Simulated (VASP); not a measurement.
Wanted: the native input for a VASP 6.6.1 run.

```yaml
Task: single point
Functional: PBE
Potentials_or_basis: VASP PAW PBE potentials, release 64 (Ge_d, Ga_d)
Cutoff: 520 eV
k_mesh: 5 × 5 × 5
Occupations: fermi-dirac, width 0.05 eV
Spin: no spin polarisation
Dipole_correction: no
Further_INCAR_settings: ALGO = Normal; EDIFF = 1e-06; NBANDS = 65
```

The structure of GaGe3 lies in POSCAR:

```
GaGe3
1.0
    6.0637954098      0.0000000000      0.0000000000
   -3.0318977049      5.2514008682      0.0000000000
    0.0000000000      0.0000000000      5.1012089666
Ge Ga
6 2
Direct
    0.1635615050      0.3271230100      0.2500000000
    0.1635615050      0.8364384950      0.2500000000
    0.6728769900      0.8364384950      0.2500000000
    0.8364384950      0.6728769900      0.7500000000
    0.8364384950      0.1635615050      0.7500000000
    0.3271230100      0.1635615050      0.7500000000
    0.3333333333      0.6666666667      0.7500000000
    0.6666666667      0.3333333333      0.2500000000
```

The input as run:

INCAR

```
ALGO = Normal
EDIFF = 1E-6
ENCUT = 520
GGA = PE
ISIF = 2
ISMEAR = -1
LASPH = T
LCHARG = F
LREAL = F
LWAVE = F
NBANDS = 65
NELM = 100
PREC = Accurate
SIGMA = 0.05
```

KPOINTS

```
k-points
0
Gamma
  5 5 5
```

Potentials or basis: VASP PAW PBE potentials, release 64 (Ge_d, Ga_d).

Run with:

```bash
$ cat potpaw_PBE.64/Ge_d/POTCAR potpaw_PBE.64/Ga_d/POTCAR > POTCAR
$ mpirun -np 1 vasp_std > vasp.out
```

It gave:

The pressure is -2.9 GPa, the largest force is 0.115 eV/Å and the band gap on the k mesh is zero (bands 55 and 56 overlap by 1.02 eV).

Wall time 81 s on 1 thread of Intel(R) Xeon(R) 6975P-C (Granite Rapids), on a shared host, peak memory 0.36 GiB.
